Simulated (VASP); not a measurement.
# TiZn3 (Pm-3m) in VASP: notebook, part 2 of 2

VASP 6.6.1.

**3. Single point, LDA**

This run uses another cell than the first one, of 15.20 Å³/atom, 1.042 times its volume.

INCAR reads:

```
PREC     = Accurate       # precision mode
ENCUT    = 520            # plane-wave cutoff, eV
EDIFF    = 1E-6           # SCF threshold, eV
ISMEAR   = -1             # smearing method
SIGMA    = 0.05           # smearing width, eV
LREAL    = False          # projectors in reciprocal space
LASPH    = True           # aspherical terms in the spheres
NELM     = 100            # most SCF steps
ALGO     = Normal         # electronic algorithm
ISIF     = 2              # what is computed and relaxed
LWAVE    = False          # write WAVECAR
LCHARG   = False          # write CHGCAR
GGA      = CA             # functional
NBANDS   = 32             # bands
```

KPOINTS reads:

```
regular mesh
0
Gamma
  6 6 6
```

POSCAR reads:

```
TiZn3
1.0
    3.9322000000      0.0000000000      0.0000000000
    0.0000000000      3.9322000000      0.0000000000
    0.0000000000      0.0000000000      3.9322000000
Ti Zn
1 3
Direct
    0.0000000000      0.0000000000      0.0000000000
    0.0000000000      0.5000000000      0.5000000000
    0.5000000000      0.0000000000      0.5000000000
    0.5000000000      0.5000000000      0.0000000000
```

Potentials or basis: VASP PAW LDA potentials, release 64 (Ti_sv, Zn).

The run is started by

```sh
> cat potpaw_LDA.64/Ti_sv/POTCAR potpaw_LDA.64/Zn/POTCAR > POTCAR
> mpirun -np 1 vasp_std > vasp.out
```

OUTCAR:

```text
PREC = Accurate
   ENCUT = 520
   EDIFF = 1E-6
   ISMEAR = -1
   LREAL = False
   LASPH = True
   NELM = 100
   ISIF = 2
   GGA = CA

 ion  position               nearest neighbor table
   1  0.000  0.000  0.000-   2 2.78   3 2.78   4 2.78   2 2.78   3 2.78   2 2.78   4 2.78   2 2.78
                             3 2.78   4 2.78   3 2.78   4 2.78
   2  0.000  0.500  0.500-   1 2.78   3 2.78   4 2.78   1 2.78   4 2.78   1 2.78   3 2.78   1 2.78
                             3 2.78   4 2.78   4 2.78   3 2.78
   3  0.500  0.000  0.500-   1 2.78   2 2.78   4 2.78   1 2.78   4 2.78   2 2.78   4 2.78   4 2.78
[... 897 lines left out ...]
  --------------------------------------------------------------------------------------
  -------------------------------------------------------------------------------------
  Total       -3.5683381     -3.5683381     -3.5683381     -0.0000000      0.0000000     -0.0000000
  in kB      -94.0307254    -94.0307254    -94.0307254     -0.0000000      0.0000000     -0.0000000
  external PRESSURE =     -94.0307254 kB  Pullay stress =       0.0000000 kB

 VOLUME and BASIS-vectors are now :
 -----------------------------------------------------------------------------
  energy-cutoff  :      520.00
  volume of cell :       60.80
      direct lattice vectors                 reciprocal lattice vectors
     3.932200000  0.000000000  0.000000000     0.254310564  0.000000000  0.000000000
     0.000000000  3.932200000  0.000000000     0.000000000  0.254310564  0.000000000
     0.000000000  0.000000000  3.932200000     0.000000000  0.000000000  0.254310564

 POSITION                                       TOTAL-FORCE (eV/Angst)
 -----------------------------------------------------------------------------------
      0.00000      0.00000      0.00000         0.000000      0.000000      0.000000
      0.00000      1.96610      1.96610         0.000000      0.000000      0.000000
      1.96610      0.00000      1.96610         0.000000      0.000000      0.000000
      1.96610      1.96610      0.00000         0.000000      0.000000      0.000000
 -----------------------------------------------------------------------------------
    total drift:                                0.000000      0.000000     -0.000000

  FREE ENERGIE OF THE ION-ELECTRON SYSTEM (eV)
  ---------------------------------------------------
  free  energy   TOTEN  =       -14.9213125044 eV

  energy  without entropy=      -14.8874974703  energy(sigma->0) =      -14.90440499
```

OSZICAR:

```text
N       E                     dE             d eps       ncg     rms          rms(c)
DAV:   1     0.352524440517E+03    0.35252E+03   -0.23410E+04  1288   0.225E+03
DAV:   2     0.110966617753E+02   -0.34143E+03   -0.32992E+03  1304   0.449E+02
DAV:   3    -0.159360518605E+02   -0.27033E+02   -0.26657E+02  1616   0.134E+02
DAV:   4    -0.168001063481E+02   -0.86405E+00   -0.86154E+00  1568   0.203E+01
DAV:   5    -0.168122988541E+02   -0.12193E-01   -0.12192E-01  1440   0.225E+00    0.103E+01
DAV:   6    -0.154087708635E+02    0.14035E+01   -0.77197E+00  1392   0.289E+01    0.541E+00
DAV:   7    -0.150297109001E+02    0.37906E+00   -0.19800E+00  1488   0.131E+01    0.382E+00
DAV:   8    -0.149357731550E+02    0.93938E-01   -0.24217E-01  1472   0.582E+00    0.128E+00
DAV:   9    -0.149228842870E+02    0.12889E-01   -0.43663E-02  1496   0.138E+00    0.383E-01
DAV:  10    -0.149213416693E+02    0.15426E-02   -0.59501E-03  1440   0.705E-01    0.150E-01
DAV:  11    -0.149214490271E+02   -0.10736E-03   -0.21823E-03  1432   0.418E-01    0.111E-01
DAV:  12    -0.149213133436E+02    0.13568E-03   -0.57682E-04  1440   0.287E-01    0.226E-02
DAV:  13    -0.149213145918E+02   -0.12482E-05   -0.12595E-05  1504   0.268E-02    0.159E-02
DAV:  14    -0.149213126677E+02    0.19242E-05   -0.51233E-06  1440   0.177E-02    0.322E-03
DAV:  15    -0.149213125044E+02    0.16320E-06   -0.82696E-07   792   0.700E-03
   1 F= -.14921313E+02 E0= -.14904405E+02  d E =-.338150E-01
```

stdout:

```text
POSCAR found type information on POSCAR TiZn
 POSCAR found :  2 types and       4 ions
 scaLAPACK will be used
 LDA part: xc-table for (Slater(with rela. corr.)+CA(PZ))
 , standard interpolation
 POSCAR, INCAR and KPOINTS ok, starting setup
 FFT: planning ... GRIDC
 FFT: planning ... GRID_SOFT
 FFT: planning ... GRID
 WAVECAR not read
 entering main loop
```

Run time: 30 s. Hardware: 1 thread of Intel Xeon Platinum 8259CL at 2.50GHz (Skylake/Cascade Lake), shared host; peak memory 0.16 GiB.

Results:

- Free energy: -14.9213 eV
- Pressure: -9.4 GPa
- Band gap on the k mesh: zero (band 24 reaches 4.58 eV, above the bottom of band 25 at 2.74 eV)

**4. Single point, LDA**

This run uses another cell than the first one, of 16.42 Å³/atom, 1.125 times its volume.

INCAR reads:

```
SYSTEM = TiZn3
PREC = Accurate
ENCUT = 520
EDIFF = 1E-6
ISMEAR = -1
SIGMA = 0.05
LREAL = .FALSE.
LASPH = .TRUE.
NELM = 80
ALGO = Normal
ISIF = 2
LWAVE = .FALSE.
LCHARG = .FALSE.
GGA = CA
NBANDS = 32
```

KPOINTS reads:

```
regular mesh
0
G
  6 6 6
  0 0 0
```

POSCAR reads:

```
TiZn3
1.0
    4.0343804505      0.0000000000      0.0000000000
    0.0000000000      4.0343804505      0.0000000000
    0.0000000000      0.0000000000      4.0343804505
Ti Zn
1 3
Direct
    0.0000000000      0.0000000000      0.0000000000
    0.0000000000      0.5000000000      0.5000000000
    0.5000000000      0.0000000000      0.5000000000
    0.5000000000      0.5000000000      0.0000000000
```

The run is started by

```sh
> cat potpaw_LDA.64/Ti_sv/POTCAR potpaw_LDA.64/Zn/POTCAR > POTCAR
> mpirun -np 1 vasp_std > vasp.out
```

Wall time 31 s (1 thread of Intel Xeon Platinum 8259CL at 2.50GHz (Skylake/Cascade Lake), shared host); peak memory 0.17 GiB.

It converged, with:

| Property | Result |
| --- | --- |
| Free energy | -14.5549 eV |
| Pressure | -14.4 GPa |
| Band gap on the k mesh | zero (band 24 reaches 3.98 eV, above the bottom of band 25 at 2.28 eV) |

Levels at points of the mesh, in eV from the Fermi level:
```
           k point  band 22  band 23  band 24  band 25  band 26  band 27
(0.00, 0.00, 0.00)    -0.82     0.27     0.27     0.27     1.30     1.30
(0.50, 0.00, 0.00)    -0.36    -0.36    -0.35     1.30     1.39     2.83
(0.50, 0.50, 0.00)    -3.57    -2.83     0.19     0.19     1.45     1.80
(0.50, 0.50, 0.50)    -2.48    -2.14    -1.27    -1.27    -1.27     1.61
```

**5. Overview**

```csv
cell,gap on the mesh (eV),pressure (GPa)
"a = 3.879 Å, 4 atoms",none,-5.8
"a = 3.932 Å, 4 atoms",none,-9.4
"a = 4.034 Å, 4 atoms",none,-14.4
```

Alike in all rows: task single point; level LDA; potentials or basis VASP PAW LDA potentials, release 64 (Ti_sv, Zn); no spin polarisation; k mesh 6 × 6 × 6; cutoff (eV) 520; smearing fermi-dirac 0.05 eV.

Absolute energies hang on the potentials; compare differences alone.
